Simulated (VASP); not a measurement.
# KF (Pm-3m) in VASP: notebook

The runs below take KF through single point, with LDA.

Program: VASP 6.6.1. These are calculated values, not measurements. Logs are shortened: lines on timing, memory, paths and dates and some standing lists are left out, and cuts for length are marked.

### Step 1. The cell of the first run

It takes space group Pm-3m (No. 221, cubic). The conventional cell has a = 3.161 Å, b = 3.161 Å, c = 3.161 Å, α = 90.00°, β = 90.00°, γ = 90.00°. K (site symmetry m-3m) has 8 F at 2.74 Å and 6 K at 3.16 Å within 3.6 Å. F (site symmetry m-3m) has 8 K at 2.74 Å and 6 F at 3.16 Å within 3.6 Å.

### Step 2. Single point, LDA (strain -0.030 along x and y, -0.030 along z)

INCAR

```
ALGO = Normal
EDIFF = 1E-6
ENCUT = 520
ISIF = 2
ISMEAR = 0
LASPH = True
LCHARG = False
LREAL = False
LWAVE = False
NBANDS = 15
NELM = 60
PREC = Accurate
SIGMA = 0.05
```

KPOINTS

```
k-points
0
Gamma
  8 8 8
```

POSCAR

```
KF
1.0
    3.1611863500      0.0000000000      0.0000000000
    0.0000000000      3.1611863500      0.0000000000
    0.0000000000      0.0000000000      3.1611863500
K F
1 1
Direct
    0.0000000000      0.0000000000      0.0000000000
    0.5000000000      0.5000000000      0.5000000000
```

Potentials or basis: VASP PAW LDA potentials, release 64 (K_sv, F).

Run with:

```sh
> cat potpaw_LDA.64/K_sv/POTCAR potpaw_LDA.64/F/POTCAR > POTCAR
> mpirun -np 1 vasp_std > vasp.out
```

OUTCAR:

```text
EDIFF = 1E-6
   ENCUT = 520
   ISIF = 2
   ISMEAR = 0
   LASPH = True
   LREAL = False
   NELM = 60
   PREC = Accurate

 ion  position               nearest neighbor table
   1  0.000  0.000  0.000-   2 2.74   2 2.74   2 2.74   2 2.74   2 2.74   2 2.74   2 2.74   2 2.74

   2  0.500  0.500  0.500-   1 2.74   1 2.74   1 2.74   1 2.74   1 2.74   1 2.74   1 2.74   1 2.74

  LATTYP: Found a simple cubic cell.
 ALAT       =     3.1611863500

  Lattice vectors:

 A1 = (   3.1611863500,   0.0000000000,   0.0000000000)
 A2 = (   0.0000000000,   3.1611863500,   0.0000000000)
 A3 = (   0.0000000000,   0.0000000000,   3.1611863500)

Analysis of symmetry for initial positions (statically):
=====================================================================
 Subroutine PRICEL returns:
 Original cell was already a primitive cell.

 Routine SETGRP: Setting up the symmetry group for a
 simple cubic supercell.

 Subroutine GETGRP returns: Found 48 space group operations
 (whereof 48 operations were pure point group operations)
 out of a pool of 48 trial point group operations.

The static configuration has the point symmetry O_h .

Analysis of symmetry for dynamics (positions and initial velocities):
=====================================================================
 Subroutine PRICEL returns:
 Original cell was already a primitive cell.

 Routine SETGRP: Setting up the symmetry group for a
 simple cubic supercell.

 Subroutine GETGRP returns: Found 48 space group operations
 (whereof 48 operations were pure point group operations)
 out of a pool of 48 trial point group operations.

The dynamic configuration has the point symmetry O_h .

 Subroutine INISYM returns: Found 48 space group operations
 (whereof 48 operations are pure point group operations),
 and found     1 'primitive' translations

----------------------------------------------------------------------------------------

                                     Primitive cell

  volume of cell :      31.5900

  direct lattice vectors                    reciprocal lattice vectors
     3.161186350  0.000000000  0.000000000     0.316336935  0.000000000  0.000000000
     0.000000000  3.161186350  0.000000000     0.000000000  0.316336935  0.000000000
     0.000000000  0.000000000  3.161186350     0.000000000  0.000000000  0.316336935

  length of vectors
     3.161186350  3.161186350  3.161186350     0.316336935  0.316336935  0.316336935

  position of ions in fractional coordinates (direct lattice)
[... 89 lines left out ...]
   PSTRESS=    0.0 pullay stress
   NELECT =      16.0000    total number of electrons
   NUPDOWN=      -1.0000    fix difference up-down
   EMIN   =  10.00;   EMAX   =-10.00  energy-range for DOS
   EFERMI =   0.00;   METHOD = LEGACY
   ISMEAR =     0;   SIGMA  =   0.05  broadening in eV -4-tet -1-fermi 0-gaus
   EFERMI_NEDOS =   21; number of points for ismear=-14 and -15
   IALGO  =     38    algorithm
   IMIX   =      4    mixing-type and parameters
     AMIX     =   0.40;   BMIX     =  1.00
     AMIX_MAG =   1.60;   BMIX_MAG =  1.00
  volume/ion in A,a.u.               =      15.80       106.59
  Fermi-wavevector in a.u.,A,eV,Ry     =   1.304963  2.466022 23.169733  1.702927
  Thomas-Fermi vector in A             =   2.435863
   LORBIT       =      0    0 simple, 1 ext, 2 COOP (PROOUT), +10 PAW based schemes
   GGA     = CA    functional components
   LHFCALC =     F    Hartree Fock is set to
   AEXX    =    0.0000 exact exchange contribution
   IVDW    =     0    specifies the selected vdW correction
   LEPSILON=     F    determine dielectric tensor
   LRPA    =     F    only Hartree local field effects (RPA)
 non-spin polarized calculation
 Gauss-broadening in eV      SIGMA  =   0.05
  energy-cutoff  :      520.00
  volume of cell :       31.59
 maximum number of plane-waves:       876
 NGX is ok and might be reduce to    24
   NGX = 11   NGY = 11   NGZ = 11

 number of electron      15.9999985 magnetization

 Free energy of the ion-electron system (eV)
  ---------------------------------------------------
  ext. energy  EPLUGINS =         0.00000000
  ---------------------------------------------------
  free energy    TOTEN  =        -8.94980716 eV

  energy without entropy =       -8.94980716  energy(sigma->0) =       -8.94980716

 E-fermi :  -1.8870     XC(G=0): -10.1800

 val. band max:       -2.1570578893   @ k =   0.5000   0.5000   0.0000
 cond. band min:       4.4207509589   @ k =   0.0000   0.0000   0.0000
 fundamental gap:      6.5778088481
 Fermi energy:        -1.8870472687

 k-point     1 :       0.0000    0.0000    0.0000
  band No.  band energies     occupation
      1     -28.4844      2.00000
      2     -20.7023      2.00000
      3     -11.6001      2.00000
      4     -11.6001      2.00000
      5     -11.6001      2.00000
      6      -2.1867      2.00000
      7      -2.1867      2.00000
      8      -2.1867      2.00000
      9       4.4208      0.00000
     10       6.0101      0.00000
     11       6.0101      0.00000
     12      12.2620      0.00000
     13      12.2620      0.00000
     14      12.2620      0.00000
[... 401 lines left out ...]
      2     -20.6150      2.00000
      3     -12.5762      2.00000
      4     -12.4406      2.00000
      5     -11.5109      2.00000
      6      -2.9531      2.00000
      7      -2.8332      2.00000
      8      -2.3553      2.00000
      9       6.9294      0.00000
     10       7.5408      0.00000
     11       9.6915      0.00000
     12       9.9118      0.00000
     13      11.3606      0.00000
     14      12.8196      0.00000
     15      14.9801      0.00000

 [... further k-points ...]

------------------------ aborting loop because EDIFF is reached ----------------------------------------

  FORCE on cell =-STRESS in cart. coord.  units (eV):
  Direction    XX          YY          ZZ          XY          YZ          ZX
  --------------------------------------------------------------------------------------
  -------------------------------------------------------------------------------------
  Total       -0.6028940     -0.6028940     -0.6028940      0.0000000      0.0000000     -0.0000000
  in kB      -30.5774471    -30.5774471    -30.5774471      0.0000000      0.0000000     -0.0000000
  external PRESSURE =     -30.5774471 kB  Pullay stress =       0.0000000 kB

 VOLUME and BASIS-vectors are now :
 -----------------------------------------------------------------------------
  energy-cutoff  :      520.00
  volume of cell :       31.59
      direct lattice vectors                 reciprocal lattice vectors
     3.161186350  0.000000000  0.000000000     0.316336935  0.000000000  0.000000000
     0.000000000  3.161186350  0.000000000     0.000000000  0.316336935  0.000000000
     0.000000000  0.000000000  3.161186350     0.000000000  0.000000000  0.316336935

 POSITION                                       TOTAL-FORCE (eV/Angst)
 -----------------------------------------------------------------------------------
      0.00000      0.00000      0.00000         0.000000      0.000000      0.000000
      1.58059      1.58059      1.58059         0.000000      0.000000      0.000000
 -----------------------------------------------------------------------------------
    total drift:                                0.000000      0.000000     -0.000000

  FREE ENERGIE OF THE ION-ELECTRON SYSTEM (eV)
  ---------------------------------------------------
  free  energy   TOTEN  =        -8.9498071556 eV

  energy  without entropy=       -8.9498071556  energy(sigma->0) =       -8.94980716
```

OSZICAR:

```text
N       E                     dE             d eps       ncg     rms          rms(c)
DAV:   1     0.114473569902E+03    0.11447E+03   -0.83444E+03  1050   0.107E+03
DAV:   2    -0.553299972683E+01   -0.12001E+03   -0.10814E+03  1324   0.294E+02
DAV:   3    -0.995122384872E+01   -0.44182E+01   -0.43996E+01  1331   0.519E+01
DAV:   4    -0.100672601499E+02   -0.11604E+00   -0.11601E+00  1439   0.835E+00
DAV:   5    -0.100708771022E+02   -0.36170E-02   -0.36169E-02  1381   0.113E+00    0.583E+00
DAV:   6    -0.904203915795E+01    0.10288E+01   -0.23874E+00  1148   0.139E+01    0.433E+00
DAV:   7    -0.898502135528E+01    0.57018E-01   -0.82020E-02  1334   0.229E+00    0.246E+00
DAV:   8    -0.894975393799E+01    0.35267E-01   -0.44543E-02  1218   0.208E+00    0.256E-01
DAV:   9    -0.894981717787E+01   -0.63240E-04   -0.25090E-03  1298   0.499E-01    0.914E-02
DAV:  10    -0.894980284614E+01    0.14332E-04   -0.20306E-04  1378   0.156E-01    0.557E-02
DAV:  11    -0.894981186488E+01   -0.90187E-05   -0.23096E-05  1249   0.613E-02    0.177E-02
DAV:  12    -0.894980712928E+01    0.47356E-05   -0.94218E-06  1208   0.380E-02    0.221E-03
DAV:  13    -0.894980715562E+01   -0.26349E-07   -0.61003E-07   877   0.739E-03
   1 F= -.89498072E+01 E0= -.89498072E+01  d E =-.359285E-16
```

stdout:

```text
POSCAR found type information on POSCAR K F
 POSCAR found :  2 types and       2 ions
 scaLAPACK will be used
 LDA part: xc-table for (Slater(with rela. corr.)+CA(PZ))
 , standard interpolation
 POSCAR, INCAR and KPOINTS ok, starting setup
 FFT: planning ... GRIDC
 FFT: planning ... GRID_SOFT
 FFT: planning ... GRID
 WAVECAR not read
 entering main loop
```

Wall time 18 s (1 thread of Intel Xeon 8259CL, shared host); peak memory 0.13 GiB.

Results:

| Item | Value |
| --- | --- |
| Free energy | -8.9498 eV |
| Pressure | -3.1 GPa |
| Band gap on the k mesh | 6.58 eV, indirect (least direct gap 6.61 eV) |

Caveat: the cell differs from its parent crystal (strain -0.030 along x and y, -0.030 along z). A k mesh can miss the band edges.

### Step 3. Single point, LDA (strain -0.015 along x and y, -0.015 along z)

INCAR

```
SYSTEM = KF
PREC     = Accurate       ! precision mode
ENCUT    = 520            ! plane-wave cutoff, eV
EDIFF    = 1E-6           ! SCF threshold, eV
ISMEAR   = 0              ! smearing method
SIGMA    = 0.05           ! smearing width, eV
LREAL    = .FALSE.        ! projectors in reciprocal space
LASPH    = .TRUE.         ! aspherical terms in the spheres
NELM     = 100            ! most SCF steps
ALGO     = Normal         ! electronic algorithm
ISIF     = 2              ! what is computed and relaxed
LWAVE    = .FALSE.        ! write WAVECAR
LCHARG   = .FALSE.        ! write CHGCAR
GGA      = CA             ! functional
NBANDS   = 15             ! bands
```

KPOINTS

```
regular mesh
0
G
  8 8 8
  0 0 0
```

POSCAR

```
KF
1.0
    3.2100706750      0.0000000000      0.0000000000
    0.0000000000      3.2100706750      0.0000000000
    0.0000000000      0.0000000000      3.2100706750
K F
1 1
Direct
    0.0000000000      0.0000000000      0.0000000000
    0.5000000000      0.5000000000      0.5000000000
```

Potentials or basis: VASP PAW LDA potentials, release 64 (K_sv, F).

Run with:

```sh
> cat potpaw_LDA.64/K_sv/POTCAR potpaw_LDA.64/F/POTCAR > POTCAR
> mpirun -np 1 vasp_std > vasp.out
```

Wall time 16 s (1 thread of Intel Xeon 8259CL, shared host); peak memory 0.13 GiB.

It converged, with:

* Free energy: -8.9160 eV
* Pressure: -4.6 GPa
* Band gap on the k mesh: 6.23 eV, indirect (least direct gap 6.27 eV)

Levels at points of the mesh, in eV from the valence-band top:
| k point | band 5 | band 6 | band 7 | band 8 | band 9 | band 10 | band 11 | band 12 |
| --- | --- | --- | --- | --- | --- | --- | --- | --- |
| (0.00, 0.00, 0.00) | -9.60 | -0.04 | -0.04 | -0.04 | 6.23 | 8.12 | 8.12 | 14.13 |
| (0.50, 0.00, 0.00) | -9.46 | -1.35 | -0.18 | -0.18 | 9.21 | 9.40 | 11.00 | 12.59 |
| (0.50, 0.50, 0.00) | -9.37 | -0.63 | -0.63 | 0.00 | 8.38 | 8.89 | 11.96 | 11.96 |
| (0.50, 0.50, 0.50) | -10.27 | -1.16 | -1.16 | -1.16 | 10.49 | 10.49 | 10.49 | 15.31 |

Caveat: the cell differs from its parent crystal (strain -0.015 along x and y, -0.015 along z). A k mesh can miss the band edges.

### Step 4. Single point, LDA (strain +0.015 along x and y, +0.015 along z)

INCAR

```
  ALGO = Normal
  EDIFF = 1E-6
  ENCUT = 520
  ISIF = 2
  ISMEAR = 0
  LASPH = True
  LCHARG = True
  LELF = True
  LREAL = False
  LVHAR = True
  LWAVE = False
  NBANDS = 15
  NELM = 80
  PREC = Accurate
  SIGMA = 0.05
```

KPOINTS

```
k-points
0
Gamma
  8 8 8
```

POSCAR

```
KF
1.0
    3.3078393250      0.0000000000      0.0000000000
    0.0000000000      3.3078393250      0.0000000000
    0.0000000000      0.0000000000      3.3078393250
K F
1 1
Direct
    0.0000000000      0.0000000000      0.0000000000
    0.5000000000      0.5000000000      0.5000000000
```

Run with:

```sh
> cat potpaw_LDA.64/K_sv/POTCAR potpaw_LDA.64/F/POTCAR > POTCAR
> mpirun -np 1 vasp_std > vasp.out
```

It took 32 s on 1 thread of Intel Xeon 8259CL, shared host; peak memory 0.15 GiB.

Results (log left out):

| Item | Value |
| --- | --- |
| Free energy | -8.8103 eV |
| Pressure | -6.5 GPa |
| Band gap on the k mesh | 5.62 eV, indirect (least direct gap 5.68 eV) |

Levels at points of the mesh, in eV from the valence-band top:
| k point | band 5 | band 6 | band 7 | band 8 | band 9 | band 10 | band 11 | band 12 |
| --- | --- | --- | --- | --- | --- | --- | --- | --- |
| (0.00, 0.00, 0.00) | -9.91 | -0.06 | -0.06 | -0.06 | 5.62 | 8.02 | 8.02 | 13.57 |
| (0.50, 0.00, 0.00) | -9.81 | -1.22 | -0.16 | -0.16 | 8.80 | 9.03 | 10.12 | 12.11 |
| (0.50, 0.50, 0.00) | -9.73 | -0.62 | -0.62 | 0.00 | 8.14 | 8.57 | 11.59 | 11.59 |
| (0.50, 0.50, 0.50) | -10.46 | -1.00 | -1.00 | -1.00 | 10.07 | 10.07 | 10.07 | 14.30 |

Caveat: the cell differs from its parent crystal (strain +0.015 along x and y, +0.015 along z). A k mesh can miss the band edges.

### Step 5. Summary

```csv
cell,gap on the mesh (eV),pressure (GPa)
"a = 3.161 Å, 2 atoms",6.58,-3.1
"a = 3.210 Å, 2 atoms",6.23,-4.6
"a = 3.308 Å, 2 atoms",5.62,-6.5
```

Alike in all rows: task single point; level LDA; potentials or basis VASP PAW LDA potentials, release 64 (K_sv, F); no spin polarisation; k mesh 8 × 8 × 8; cutoff (eV) 520; smearing gaussian 0.05 eV.

Total energies depend on the potentials used, so only differences within one code and one set of settings carry meaning.
